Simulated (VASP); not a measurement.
# ZrC (zincblende type) (F-43m) in VASP: notebook, part 2 of 2

VASP 6.6.1. The steps go on from the part before.

## (4) Single point, PBE (volume scaled by 1.03)

INCAR reads:

```
SYSTEM = ZrC
PREC     = Accurate       ! precision mode
ENCUT    = 520            ! plane-wave cutoff, eV
EDIFF    = 1E-7           ! SCF threshold, eV
ISMEAR   = -1             ! smearing method
SIGMA    = 0.03           ! smearing width, eV
LREAL    = .FALSE.        ! projectors in reciprocal space
LASPH    = .TRUE.         ! aspherical terms in the spheres
NELM     = 100            ! most SCF steps
ALGO     = Normal         ! electronic algorithm
ISIF     = 2              ! what is computed and relaxed
LWAVE    = .FALSE.        ! write WAVECAR
LCHARG   = .TRUE.         ! write CHGCAR
GGA      = PE             ! functional
LELF     = .TRUE.         ! ELF
LVHAR    = .TRUE.       
NBANDS   = 15             ! bands
```

KPOINTS reads:

```
Automatic mesh
0
G
  11 11 11
  0 0 0
```

POSCAR reads:

```
ZrC
1.0
    0.0000000000      2.5703802416      2.5703802416
    2.5703802416      0.0000000000      2.5703802416
    2.5703802416      2.5703802416      0.0000000000
Zr C
1 1
Direct
    0.0000000000      0.0000000000      0.0000000000
    0.2500000000      0.2500000000      0.2500000000
```

Potentials or basis: VASP PAW PBE potentials, release 64 (Zr_sv, C).

Command:

```console
$ cat potpaw_PBE.64/Zr_sv/POTCAR potpaw_PBE.64/C/POTCAR > POTCAR
$ mpirun -np 1 vasp_std > vasp.out
```

OUTCAR:

```text
SYSTEM = ZrC
   PREC = Accurate
   ENCUT = 520
   EDIFF = 1E-7
   ISMEAR = -1
   LREAL = .FALSE.
   LASPH = .TRUE.
   NELM = 100
   ISIF = 2
   GGA = PE

 ion  position               nearest neighbor table
   1  0.000  0.000  0.000-   2 2.23   2 2.23   2 2.23   2 2.23
   2  0.250  0.250  0.250-   1 2.23   1 2.23   1 2.23   1 2.23

  LATTYP: Found a face centered cubic cell.
 ALAT       =     5.1407604832

  Lattice vectors:

 A1 = (   0.0000000000,   2.5703802416,   2.5703802416)
 A2 = (   2.5703802416,   0.0000000000,   2.5703802416)
 A3 = (   2.5703802416,   2.5703802416,   0.0000000000)

Analysis of symmetry for initial positions (statically):
=====================================================================
 Subroutine PRICEL returns:
 Original cell was already a primitive cell.

 Routine SETGRP: Setting up the symmetry group for a
 face centered cubic supercell.

 Subroutine GETGRP returns: Found 24 space group operations
 (whereof 24 operations were pure point group operations)
 out of a pool of 48 trial point group operations.

The static configuration has the point symmetry T_d .

Analysis of symmetry for dynamics (positions and initial velocities):
=====================================================================
 Subroutine PRICEL returns:
 Original cell was already a primitive cell.

 Routine SETGRP: Setting up the symmetry group for a
 face centered cubic supercell.

 Subroutine GETGRP returns: Found 24 space group operations
 (whereof 24 operations were pure point group operations)
 out of a pool of 48 trial point group operations.

The dynamic configuration has the point symmetry T_d .

 Subroutine INISYM returns: Found 24 space group operations
 (whereof 24 operations are pure point group operations),
 and found     1 'primitive' translations

----------------------------------------------------------------------------------------

                                     Primitive cell

[... 113 lines left out ...]
  Thomas-Fermi vector in A             =   2.406621
   LORBIT       =      0    0 simple, 1 ext, 2 COOP (PROOUT), +10 PAW based schemes
   GGA     = PE    functional components
   LHFCALC =     F    Hartree Fock is set to
   AEXX    =    0.0000 exact exchange contribution
   IVDW    =     0    specifies the selected vdW correction
   LEPSILON=     F    determine dielectric tensor
   LRPA    =     F    only Hartree local field effects (RPA)
 non-spin polarized calculation
  energy-cutoff  :      520.00
  volume of cell :       33.96
 maximum number of plane-waves:       941
   NGX = 13   NGY = 13   NGZ = 13

 number of electron      16.0000001 magnetization

 Free energy of the ion-electron system (eV)
  ---------------------------------------------------
  ext. energy  EPLUGINS =         0.00000000
  ---------------------------------------------------
  free energy    TOTEN  =       -18.21886924 eV

  energy without entropy =      -18.21886308  energy(sigma->0) =      -18.21886616

 E-fermi :   6.5168     XC(G=0): -10.5421

 val. band max:        6.2357907676   @ k =  -0.2727   0.4545   0.1818
 cond. band min:       6.7789561609   @ k =  -0.3636   0.4545   0.0909
 fundamental gap:      0.5431653932
 Fermi energy:         6.5168346238

 k-point     1 :       0.0000    0.0000    0.0000
  band No.  band energies     occupation
      1     -41.8074      2.00000
      2     -19.7164      2.00000
      3     -19.7164      2.00000
      4     -19.7164      2.00000
      5      -3.4789      2.00000
      6       4.0865      2.00000
      7       4.0865      2.00000
      8       4.0865      2.00000
      9       9.2614      0.00000
     10       9.2614      0.00000
     11       9.5299      0.00000
     12      14.4774      0.00000
     13      14.4774      0.00000
     14      14.4774      0.00000
[... 401 lines left out ...]
      2     -19.9292      2.00000
      3     -19.8037      2.00000
      4     -19.7443      2.00000
      5      -2.6210      2.00000
      6       3.5524      2.00000
      7       4.5057      2.00000
      8       4.6070      2.00000
      9       8.4954      0.00000
     10       9.5751      0.00000
     11      11.0822      0.00000
     12      13.3471      0.00000
     13      14.2756      0.00000
     14      14.8121      0.00000
     15      16.5280      0.00000

 [... further k-points ...]
[... 5 lines left out ...]
  --------------------------------------------------------------------------------------
  -------------------------------------------------------------------------------------
  Total       -0.8411233     -0.8411233     -0.8411233      0.0000000     -0.0000000      0.0000000
  in kB      -39.6778499    -39.6778499    -39.6778499      0.0000000     -0.0000000      0.0000000
  external PRESSURE =     -39.6778499 kB  Pullay stress =       0.0000000 kB

 VOLUME and BASIS-vectors are now :
 -----------------------------------------------------------------------------
  energy-cutoff  :      520.00
  volume of cell :       33.96
      direct lattice vectors                 reciprocal lattice vectors
     0.000000000  2.570380242  2.570380242    -0.194523749  0.194523749  0.194523749
     2.570380242  0.000000000  2.570380242     0.194523749 -0.194523749  0.194523749
     2.570380242  2.570380242  0.000000000     0.194523749  0.194523749 -0.194523749

 POSITION                                       TOTAL-FORCE (eV/Angst)
 -----------------------------------------------------------------------------------
      0.00000      0.00000      0.00000         0.000000      0.000000     -0.000000
      1.28519      1.28519      1.28519        -0.000000     -0.000000      0.000000
 -----------------------------------------------------------------------------------
    total drift:                               -0.000000     -0.000000     -0.000000

  FREE ENERGIE OF THE ION-ELECTRON SYSTEM (eV)
  ---------------------------------------------------
  free  energy   TOTEN  =       -18.2188692351 eV

  energy  without entropy=      -18.2188630807  energy(sigma->0) =      -18.21886616
```

stdout:

```text
POSCAR found type information on POSCAR ZrC
 POSCAR found :  2 types and       2 ions
 scaLAPACK will be used
 LDA part: xc-table for (Slater+PW92), standard interpolation
 POSCAR, INCAR and KPOINTS ok, starting setup
 FFT: planning ... GRIDC
 FFT: planning ... GRID_SOFT
 FFT: planning ... GRID
 WAVECAR not read
 entering main loop
```

Wall time 17 s (1 thread of Intel Xeon Platinum 8488C (Sapphire Rapids), shared host); peak memory 0.17 GiB.

What came out:

```
Free energy            : -18.2189 eV
Pressure               : -4.0 GPa
Band gap on the k mesh : 0.54 eV, indirect (least direct gap 0.56 eV)
```

## (5) Single point, PBE (volume scaled by 1.06)

INCAR reads:

```
SYSTEM = ZrC
ALGO = Normal
EDIFF = 1E-7
ENCUT = 520
GGA = PE
ISIF = 2
ISMEAR = -1
LASPH = .True.
LCHARG = .False.
LREAL = .False.
LWAVE = .False.
NBANDS = 15
NELM = 80
PREC = Accurate
SIGMA = 0.03
```

KPOINTS reads:

```
k-points
0
Gamma
  11 11 11
  0 0 0
```

POSCAR reads:

```
ZrC
1.0
    0.0000000000      2.5950969525      2.5950969525
    2.5950969525      0.0000000000      2.5950969525
    2.5950969525      2.5950969525      0.0000000000
Zr C
1 1
Direct
    0.0000000000      0.0000000000      0.0000000000
    0.2500000000      0.2500000000      0.2500000000
```

Command:

```console
$ cat potpaw_PBE.64/Zr_sv/POTCAR potpaw_PBE.64/C/POTCAR > POTCAR
$ mpirun -np 1 vasp_std > vasp.out
```

Wall time 17 s (1 thread of Intel Xeon Platinum 8488C (Sapphire Rapids), shared host); peak memory 0.16 GiB.

It converged, with:

* Free energy: -18.1835 eV
* Pressure: -7.5 GPa
* Band gap on the k mesh: 0.55 eV, indirect (least direct gap 0.56 eV)

Levels at points of the mesh, in eV from the valence-band top:
```csv
k point,band 4,band 5,band 6,band 7,band 8,band 9,band 10,band 11,band 12,band 13
"(0.00, 0.00, 0.00)",-26.05,-9.62,-2.06,-2.06,-2.06,2.96,2.96,3.20,8.06,8.06
```

 A k mesh can miss the band edges.

## (6) Summary

```csv
cell,gap on the mesh (eV),pressure (GPa)
"a = 3.527 Å, angles 60.0°, 2 atoms",0.53,10.2
"a = 3.563 Å, angles 60.0°, 2 atoms",0.54,4.9
"a = 3.635 Å, angles 60.0°, 2 atoms",0.54,-4.0
"a = 3.670 Å, angles 60.0°, 2 atoms",0.55,-7.5
```

Alike in all rows: task single point; level PBE; potentials or basis VASP PAW PBE potentials, release 64 (Zr_sv, C); no spin polarisation; k mesh 11 × 11 × 11; cutoff (eV) 520; smearing fermi-dirac 0.03 eV.

Total energies depend on the potentials used, so only differences within one code and one set of settings carry meaning.
